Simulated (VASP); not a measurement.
The system is ZnSe.

```xyz
2
Lattice="0.0000 2.8324 2.8324 2.8324 0.0000 2.8324 2.8324 2.8324 0.0000" Properties=species:S:1:pos:R:3 pbc="T T T"
Zn    0.0000    0.0000    0.0000
Se    1.4162    1.4162    1.4162
```

Base run:

```yaml
Program: VASP 6.6.1
Functional: PBE
Potentials_or_basis: VASP PAW PBE potentials, release 64 (Zn, Se)
Cutoff: 520 eV
k_mesh: 8 × 8 × 8
Occupations: gaussian, width 0.01 eV
Spin: no spin polarisation
```

Its results: band gap on the k mesh 1.30 eV, direct; pressure 2.4 GPa.

Question: The run is repeated on the same cell with these changes: functional from PBE to r2SCAN. What comes out?

Answer: Band gap on the k mesh 1.87 eV, direct; pressure 0.1 GPa.

r2SCAN gives the wider gap, since meta-GGAs in the generalised Kohn-Sham scheme recover part of the derivative discontinuity.

Caveats: the PAW data sets were made with another functional, which shifts forces and pressure a little (some runs).

